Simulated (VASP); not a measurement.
Wanted: the native input for a VASP 6.6.1 run.

```yaml
Task: single point
Functional: PBEsol
Potentials_or_basis: VASP PAW PBE potentials, release 64 (B, N)
Cutoff: 520 eV
k_mesh: 10 × 10 × 10
Occupations: gaussian, width 0.01 eV
Spin: no spin polarisation
Dipole_correction: no
Further_INCAR_settings: ALGO = Normal; EDIFF = 1e-06; NBANDS = 11
```

The structure of BN lies in POSCAR:

```
BN
1.0
    1.2511217800      0.7223355000      3.3729344000
   -1.2511217800      0.7223355000      3.3729344000
    0.0000000000     -1.4446710000      3.3729344000
B N
1 1
Direct
    0.9996712000      0.9996712000      0.9996712000
    0.3327618000      0.3327618000      0.3327618000
```

The input as run:

INCAR

```
ALGO = Normal
EDIFF = 1E-6
ENCUT = 520
GGA = PS
ISIF = 2
ISMEAR = 0
LASPH = T
LCHARG = T
LELF = T
LREAL = F
LVHAR = T
LWAVE = F
NBANDS = 11
NELM = 100
PREC = Accurate
SIGMA = 0.01
```

KPOINTS

```
k-points
0
Gamma
  10 10 10
```

Potentials or basis: VASP PAW PBE potentials, release 64 (B, N).

The run is started by

```sh
$ cat potpaw_PBE.64/B/POTCAR potpaw_PBE.64/N/POTCAR > POTCAR
$ mpirun -np 1 vasp_std > vasp.out
```

Results of the run:

```
Pressure               : 1.0 GPa
Band gap on the k mesh : 4.14 eV, indirect (least direct gap 4.83 eV)
```

Caveat: the PAW data sets were made with another functional, which shifts forces and pressure a little.

Wall time 49 s on 1 thread of AMD EPYC 7R43 64-Core Processor (Zen 3) (shared host), peak memory 0.13 GiB.
